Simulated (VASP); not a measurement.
Input of a VASP 6.6.1 run:

The input INCAR:

```
ALGO = Normal
EDIFF = 1E-6
ENCUT = 520
GGA = PS
ISIF = 2
ISMEAR = 0
LASPH = T
LCHARG = F
LREAL = F
LWAVE = F
NBANDS = 33
NELM = 60
PREC = Accurate
SIGMA = 0.15
```

Contents of KPOINTS:

```
k-points
0
Gamma
  12 12 16
```

File POSCAR:

```
TaN
1.0
    4.9968858365      0.0000000000      0.0000000000
   -2.4984429182      4.3274300742      0.0000000000
    0.0000000000      0.0000000000      2.6713004028
Ta N
3 3
Direct
    0.0000000000      0.0000000000      0.0000000000
    0.3333333333      0.6666666667      0.5000000000
    0.6666666667      0.3333333333      0.5000000000
    0.5000000000      0.0000000000      0.0000000000
    0.5000000000      0.5000000000      0.0000000000
    0.0000000000      0.5000000000      0.0000000000
```

Potentials or basis: VASP PAW PBE potentials, release 64 (Ta_pv, N).

Command:

```console
$ cat potpaw_PBE.64/Ta_pv/POTCAR potpaw_PBE.64/N/POTCAR > POTCAR
$ mpirun -np 1 vasp_std > vasp.out
```

**Question.** Estimate the band gap on the k mesh.

**Answer.** Zero (bands 24 and 25 overlap by 3.00 eV).

**Question.** Estimate the pressure.

**Answer.** 84.1 GPa.

Stress tensor (GPa, compression positive):
```
 64.31   0.00   0.00
  0.00  64.31   0.00
  0.00   0.00 123.66
```

Caveat: the cell differs from its parent crystal (strain -0.040 along x and y, -0.080 along z); the stress differs along the axes, from 64 to 124 GPa; the PAW data sets were made with another functional, which shifts forces and pressure a little; spin-orbit coupling is left out, which moves the levels of the heavy elements.
